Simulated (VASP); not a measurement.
# MgI2 in VASP: a series of runs

MgI2 is run at these levels: PBEsol; tasks: single point.

Program: VASP 6.6.1. These are calculated values, not measurements. Logs are shortened: lines on timing, memory, paths and dates and some standing lists are left out, and cuts for length are marked.

### 1 The cell of the first run

The structure is trigonal, space group P-3m1 (No. 164). The conventional cell has a = 4.194 Å, b = 4.194 Å, c = 6.971 Å, α = 90.00°, β = 90.00°, γ = 120.00°. I (site symmetry 3m) has 3 Mg at 2.98 Å within 3.9 Å. Mg (site symmetry -3m) has 6 I at 2.98 Å within 3.9 Å.

### 2 Single point, PBEsol (35.40 Å³/atom)

Contents of INCAR:

```
ALGO     = Normal         # electronic algorithm
EDIFF    = 1E-6           # SCF threshold, eV
ENCUT    = 520            # plane-wave cutoff, eV
GGA      = PS             # functional
ISIF     = 2              # what is computed and relaxed
ISMEAR   = -1             # smearing method
LASPH    = T              # aspherical terms in the spheres
LCHARG   = F              # write CHGCAR
LREAL    = F              # projectors in reciprocal space
LWAVE    = F              # write WAVECAR
NBANDS   = 15             # bands
NELM     = 100            # most SCF steps
PREC     = Accurate       # precision mode
SIGMA    = 0.05           # smearing width, eV
```

Contents of KPOINTS:

```
k-points
0
Gamma
  8 8 4
```

Contents of POSCAR:

```
MgI2
1.0
    4.1944799318      0.0000000000      0.0000000000
   -2.0972399659      3.6325261766      0.0000000000
    0.0000000000      0.0000000000      6.9705366983
I Mg
2 1
Direct
    0.6666666667      0.3333333333      0.7500000000
    0.3333333333      0.6666666667      0.2500000000
    0.0000000000      0.0000000000      0.0000000000
```

Potentials or basis: VASP PAW PBE potentials, release 64 (I, Mg).

Run with:

```bash
$ cat potpaw_PBE.64/I/POTCAR potpaw_PBE.64/Mg/POTCAR > POTCAR
$ mpirun -np 1 vasp_std > vasp.out
```

OUTCAR:

```text
EDIFF = 1E-6
   ENCUT = 520
   GGA = PS
   ISIF = 2
   ISMEAR = -1
   LASPH = T
   LREAL = F
   NELM = 100
   PREC = Accurate

 ion  position               nearest neighbor table
   1  0.667  0.333  0.750-   3 2.98   3 2.98   3 2.98
   2  0.333  0.667  0.250-   3 2.98   3 2.98   3 2.98
   3  0.000  0.000  0.000-   1 2.98   2 2.98   2 2.98   1 2.98   1 2.98   2 2.98

  LATTYP: Found a hexagonal cell.
 ALAT       =     4.1944799318
 C/A-ratio  =     1.6618357488

  Lattice vectors:

 A1 = (   4.1944799318,   0.0000000000,   0.0000000000)
 A2 = (  -2.0972399659,   3.6325261766,   0.0000000000)
 A3 = (   0.0000000000,   0.0000000000,   6.9705366983)

Analysis of symmetry for initial positions (statically):
=====================================================================
 Subroutine PRICEL returns:
 Original cell was already a primitive cell.

 Routine SETGRP: Setting up the symmetry group for a
 hexagonal supercell.

 Subroutine GETGRP returns: Found 12 space group operations
 (whereof 12 operations were pure point group operations)
 out of a pool of 24 trial point group operations.

The static configuration has the point symmetry D_3d.

Analysis of symmetry for dynamics (positions and initial velocities):
=====================================================================
 Subroutine PRICEL returns:
 Original cell was already a primitive cell.

 Routine SETGRP: Setting up the symmetry group for a
 hexagonal supercell.

 Subroutine GETGRP returns: Found 12 space group operations
 (whereof 12 operations were pure point group operations)
 out of a pool of 24 trial point group operations.

The dynamic configuration has the point symmetry D_3d.

 Subroutine INISYM returns: Found 12 space group operations
 (whereof 12 operations are pure point group operations),
 and found     1 'primitive' translations

----------------------------------------------------------------------------------------

                                     Primitive cell

  volume of cell :     106.2070

  direct lattice vectors                    reciprocal lattice vectors
     4.194479932  0.000000000  0.000000000     0.238408579  0.137645257  0.000000000
    -2.097239966  3.632526177  0.000000000     0.000000000  0.275290514  0.000000000
     0.000000000  0.000000000  6.970536698     0.000000000  0.000000000  0.143460976

  length of vectors
     4.194479932  4.194479932  6.970536698     0.275290514  0.275290514  0.143460976

  position of ions in fractional coordinates (direct lattice)
     0.666666667  0.333333333  0.750000000
     0.333333333  0.666666667  0.250000000
     0.000000000  0.000000000  0.000000000

  ion indices of the primitive-cell ions
   primitive index   ion index
                 1           1
                 2           2
                 3           3

----------------------------------------------------------------------------------------

 KPOINTS: k-points

Automatic generation of k-mesh.
 Grid dimensions read from file:
 generate k-points for:    8    8    4

 Generating k-lattice:

  Cartesian coordinates                     Fractional coordinates (reciprocal lattice)
     0.029801072  0.017205657  0.000000000     0.125000000  0.000000000  0.000000000
     0.000000000  0.034411314  0.000000000     0.000000000  0.125000000  0.000000000
     0.000000000  0.000000000  0.035865244     0.000000000  0.000000000  0.250000000

  Length of vectors
     0.034411314  0.034411314  0.035865244

  Shift w.r.t. Gamma in fractional coordinates (k-lattice)
     0.000000000  0.000000000  0.000000000

 Subroutine IBZKPT returns following result:
 ===========================================

 Found     35 irreducible k-points:

 Following reciprocal coordinates:
            Coordinates               Weight
  0.000000  0.000000  0.000000      1.000000
  0.125000 -0.000000  0.000000      6.000000
  0.250000 -0.000000  0.000000      6.000000
  0.375000 -0.000000  0.000000      6.000000
  0.500000 -0.000000  0.000000      3.000000
  0.125000  0.125000  0.000000      6.000000
[... 16 lines left out ...]
 -0.125000  0.500000  0.250000     12.000000
  0.250000  0.250000  0.250000     12.000000
 [... further k-points ...]
   k-points           NKPTS =     35   k-points in BZ     NKDIM =     35   number of bands    NBANDS=     15
   number of dos      NEDOS =    301   number of ions     NIONS =      3
   total plane-waves  NPLWV =  55296
   dimension x,y,z NGX =    32 NGY =   32 NGZ =   54
   dimension x,y,z NGXF=    64 NGYF=   64 NGZF=  108
   ions per type =               2   1
   NGX,Y,Z   is equivalent  to a cutoff of  12.68, 12.68, 12.88 a.u.
   NGXF,Y,Z  is equivalent  to a cutoff of  25.37, 25.37, 25.76 a.u.
 SYSTEM =  unknown system
   PREC   = accura    normal or accurate (medium, high low for compatibility)
   ISTART =      0    job   : 0-new  1-cont  2-samecut
   ICHARG =      2    charge: 1-file 2-atom 10-const
   ISPIN  =      1    spin polarized calculation?
   LNONCOLLINEAR =      F non collinear calculations
   LSORBIT =      F    spin-orbit coupling
   LASPH  =      T    aspherical Exc in radial PAW
   ENCUT  =  520.0 eV  38.22 Ry    6.18 a.u.   7.80  7.80 12.96*2*pi/ulx,y,z
   NELM   =    100;   NELMIN=  2; NELMDL= -5     # of ELM steps
   EDIFF  = 0.1E-05   stopping-criterion for ELM
   LREAL  =      F    real-space projection
   EDIFFG = 0.1E-04   stopping-criterion for IOM
   NSW    =      0    number of steps for IOM
   IBRION =     -1    ionic relax: 0-MD 1-quasi-New 2-CG
   NFREE  =      0    steps in history (QN), initial steepest desc. (CG)
   ISIF   =      2    stress and relaxation
   ISYM   =      2    0-nonsym 1-usesym 2-fastsym
   POTIM  = 0.5000    time-step for ionic-motion
   TEBEG  =    0.0;   TEEND  =   0.0 temperature during run
   PSTRESS=    0.0 pullay stress
   NELECT =      16.0000    total number of electrons
   NUPDOWN=      -1.0000    fix difference up-down
   EMIN   =  10.00;   EMAX   =-10.00  energy-range for DOS
   EFERMI =   0.00;   METHOD = LEGACY
   ISMEAR =    -1;   SIGMA  =   0.05  broadening in eV -4-tet -1-fermi 0-gaus
   EFERMI_NEDOS =   21; number of points for ismear=-14 and -15
   IALGO  =     38    algorithm
   IMIX   =      4    mixing-type and parameters
     AMIX     =   0.40;   BMIX     =  1.00
     AMIX_MAG =   1.60;   BMIX_MAG =  1.00
  volume/ion in A,a.u.               =      35.40       238.91
  Fermi-wavevector in a.u.,A,eV,Ry     =   0.871092  1.646124 10.324107  0.758800
  Thomas-Fermi vector in A             =   1.990150
   LORBIT       =      0    0 simple, 1 ext, 2 COOP (PROOUT), +10 PAW based schemes
   GGA     = PS    functional components
   LHFCALC =     F    Hartree Fock is set to
   AEXX    =    0.0000 exact exchange contribution
   IVDW    =     0    specifies the selected vdW correction
   LEPSILON=     F    determine dielectric tensor
   LRPA    =     F    only Hartree local field effects (RPA)
 non-spin polarized calculation
  energy-cutoff  :      520.00
  volume of cell :      106.21
 maximum number of plane-waves:      2882
 NGX is ok and might be reduce to    32
   NGX = 15   NGY = 15   NGZ = 25

 number of electron      15.9999998 magnetization

 Free energy of the ion-electron system (eV)
  ---------------------------------------------------
  ext. energy  EPLUGINS =         0.00000000
  ---------------------------------------------------
  free energy    TOTEN  =        -8.36923795 eV

  energy without entropy =       -8.36923795  energy(sigma->0) =       -8.36923795

 E-fermi :   2.9527     XC(G=0):  -8.2596

 val. band max:        1.8989980722   @ k =   0.0000   0.0000   0.0000
 cond. band min:       5.2556711361   @ k =   0.0000   0.0000   0.0000
 fundamental gap:      3.3566730639
 Fermi energy:         2.9526698586

 k-point     1 :       0.0000    0.0000    0.0000
  band No.  band energies     occupation
      1     -10.0020      2.00000
      2      -9.3893      2.00000
      3      -1.5413      2.00000
      4       1.5594      2.00000
      5       1.5594      2.00000
      6       1.8774      2.00000
      7       1.8990      2.00000
      8       1.8990      2.00000
      9       5.2557      0.00000
     10       6.6142      0.00000
     11       8.5989      0.00000
     12       8.5989      0.00000
     13       9.2725      0.00000
     14      10.0825      0.00000
     15      10.0825      0.00000

 k-point     2 :       0.1250   -0.0000    0.0000
  band No.  band energies     occupation
      1      -9.9276      2.00000
      2      -9.3494      2.00000
      3      -1.4273      2.00000
      4       0.9640      2.00000
      5       1.3514      2.00000
      6       1.3772      2.00000
      7       1.8281      2.00000
      8       1.8723      2.00000
      9       5.8587      0.00000
     10       7.1546      0.00000
     11       7.9663      0.00000
     12       8.7943      0.00000
     13       9.3107      0.00000
     14       9.8034      0.00000
     15      10.3129      0.00000

 k-point     3 :       0.2500   -0.0000    0.0000
  band No.  band energies     occupation
      1      -9.7303      2.00000
      2      -9.2565      2.00000
      3      -1.1464      2.00000
      4      -0.0974      2.00000
      5       0.4505      2.00000
      6       1.0443      2.00000
      7       1.6454      2.00000
      8       1.7390      2.00000
      9       6.2373      0.00000
     10       7.1328      0.00000
     11       8.0765      0.00000
     12       8.8380      0.00000
     13       8.9219      0.00000
     14       9.8806      0.00000
     15      10.6968      0.00000

 k-point     4 :       0.3750   -0.0000    0.0000
  band No.  band energies     occupation
      1      -9.4905      2.00000
      2      -9.1831      2.00000
      3      -1.2213      2.00000
      4      -0.5849      2.00000
      5      -0.0703      2.00000
      6       0.7782      2.00000
      7       1.2907      2.00000
      8       1.5841      2.00000
      9       5.7032      0.00000
     10       7.1208      0.00000
     11       7.4714      0.00000
     12       8.7552      0.00000
     13       9.2682      0.00000
     14      10.6073      0.00000
     15      11.2939      0.00000
[... 307 lines left out ...]
 k-point    22 :       0.3750    0.1250    0.2500
  band No.  band energies     occupation
      1      -9.3409      2.00000
      2      -9.1965      2.00000
      3      -1.3432      2.00000
      4      -0.8800      2.00000
      5       0.2468      2.00000
      6       0.5026      2.00000
      7       1.0704      2.00000
      8       1.3298      2.00000
      9       5.7492      0.00000
     10       7.2530      0.00000
     11       7.9835      0.00000
     12       8.3973      0.00000
     13       8.7525      0.00000
     14      10.9725      0.00000
     15      11.7247      0.00000

 k-point    23 :      -0.1250    0.5000    0.2500
  band No.  band energies     occupation
      1      -9.3438      2.00000
      2      -9.1933      2.00000
      3      -1.4295      2.00000
      4      -0.7434      2.00000
      5       0.1524      2.00000
      6       0.6785      2.00000
      7       0.8999      2.00000
      8       1.3663      2.00000
      9       5.6125      0.00000
     10       7.4537      0.00000
     11       8.1051      0.00000
     12       8.3405      0.00000
     13       8.8785      0.00000
     14      10.7591      0.00000
     15      11.3730      0.00000

 k-point    24 :       0.2500    0.2500    0.2500
  band No.  band energies     occupation
      1      -9.3495      2.00000
      2      -9.1896      2.00000
      3      -1.1798      2.00000
      4      -0.6694      2.00000
      5      -0.0397      2.00000
      6       0.3903      2.00000
      7       0.7731      2.00000
      8       1.3776      2.00000
      9       6.0518      0.00000
     10       7.5763      0.00000
     11       8.4297      0.00000
     12       9.0044      0.00000
     13       9.4122      0.00000
     14       9.4985      0.00000
     15      10.6577      0.00000

 [... further k-points ...]
[... 5 lines left out ...]
  --------------------------------------------------------------------------------------
  -------------------------------------------------------------------------------------
  Total       -1.1369937     -1.1369937     -1.4043637     -0.0000000      0.0000000      0.0000000
  in kB      -17.1520312    -17.1520312    -21.1854197     -0.0000000      0.0000000      0.0000000
  external PRESSURE =     -18.4964940 kB  Pullay stress =       0.0000000 kB

 VOLUME and BASIS-vectors are now :
 -----------------------------------------------------------------------------
  energy-cutoff  :      520.00
  volume of cell :      106.21
      direct lattice vectors                 reciprocal lattice vectors
     4.194479932  0.000000000  0.000000000     0.238408579  0.137645257  0.000000000
    -2.097239966  3.632526177  0.000000000     0.000000000  0.275290514  0.000000000
     0.000000000  0.000000000  6.970536698     0.000000000  0.000000000  0.143460976

 POSITION                                       TOTAL-FORCE (eV/Angst)
 -----------------------------------------------------------------------------------
      2.09724      1.21084      5.22790        -0.000000     -0.000000      0.455238
     -0.00000      2.42168      1.74263         0.000000      0.000000     -0.455238
      0.00000      0.00000      0.00000        -0.000000      0.000000      0.000000
 -----------------------------------------------------------------------------------
    total drift:                                0.000000     -0.000000      0.000000

  FREE ENERGIE OF THE ION-ELECTRON SYSTEM (eV)
  ---------------------------------------------------
  free  energy   TOTEN  =        -8.3692379513 eV

  energy  without entropy=       -8.3692379513  energy(sigma->0) =       -8.36923795
```

Wall time 63 s (1 thread of Intel Xeon 8259CL, shared host); peak memory 0.25 GiB.

Results:

| Property | Result |
| --- | --- |
| Free energy | -8.3692 eV |
| Pressure | -1.8 GPa |
| Largest force | 0.455 eV/Å |
| Band gap on the k mesh | 3.36 eV |

Forces on the atoms (eV/Å):
```
I    0.000  0.000  0.455
I    0.000  0.000 -0.455
Mg   0.000  0.000  0.000
```

Caveat: the PAW data sets were made with another functional, which shifts forces and pressure a little; spin-orbit coupling is left out, which moves the levels of the heavy elements; this functional lacks dispersion, which binds the layers, so the pressure and a relaxed spacing across them are unreliable.

### 3 Single point, PBEsol (36.08 Å³/atom)

This run uses another cell than the first one, of 36.08 Å³/atom.

Contents of INCAR:

```
PREC = Accurate
ENCUT = 520
EDIFF = 1E-6
ISMEAR = -1
SIGMA = 0.05
LREAL = False
LASPH = True
NELM = 100
ALGO = Normal
ISIF = 2
LWAVE = False
LCHARG = False
GGA = PS
NBANDS = 15
```

Contents of KPOINTS:

```
Automatic mesh
0
Gamma
  8 8 4
```

Contents of POSCAR:

```
MgI2
1.0
    4.2211970848      0.0000000000      0.0000000000
   -2.1105985424      3.6556639099      0.0000000000
    0.0000000000      0.0000000000      7.0149362183
I Mg
2 1
Direct
    0.6666666667      0.3333333333      0.7500000000
    0.3333333333      0.6666666667      0.2500000000
    0.0000000000      0.0000000000      0.0000000000
```

Potentials or basis: VASP PAW PBE potentials, release 64 (I, Mg).

Run with:

```bash
$ cat potpaw_PBE.64/I/POTCAR potpaw_PBE.64/Mg/POTCAR > POTCAR
$ mpirun -np 1 vasp_std > vasp.out
```

Run time: 64 s. Hardware: 1 thread of Intel Xeon 8259CL, shared host; peak memory 0.25 GiB.

Results (log left out):

| Property | Result |
| --- | --- |
| Free energy | -8.3429 eV |
| Pressure | -2.3 GPa |
| Largest force | 0.525 eV/Å |
| Band gap on the k mesh | 3.29 eV |

Forces in eV/Å, atoms in the order of the input:
```
I    0.000  0.000  0.525
I    0.000  0.000 -0.525
Mg   0.000  0.000  0.000
```

Stress tensor (GPa, compression positive):
```
-2.14  0.00  0.00
 0.00 -2.14  0.00
 0.00  0.00 -2.53
```

Levels at points of the mesh, in eV from the valence-band top:
```tsv
k point	band 5	band 6	band 7	band 8	band 9	band 10	band 11	band 12
(0.00, 0.00, 0.00)	-0.33	-0.02	0.00	0.00	3.29	4.71	6.68	6.68
(0.50, 0.00, 0.00)	-1.77	-1.18	-0.86	-0.36	3.55	5.14	5.37	6.74
(0.00, 0.00, 0.50)	-0.21	-0.21	-0.11	-0.11	4.36	4.73	6.50	6.50
(0.50, 0.00, 0.50)	-1.04	-0.99	-0.75	-0.62	3.35	5.00	5.66	5.95
```

Caveat: the PAW data sets were made with another functional, which shifts forces and pressure a little; spin-orbit coupling is left out, which moves the levels of the heavy elements; this functional lacks dispersion, which binds the layers, so the pressure and a relaxed spacing across them are unreliable. A k mesh can miss the band edges.

(Continued in part 2 of 2.)
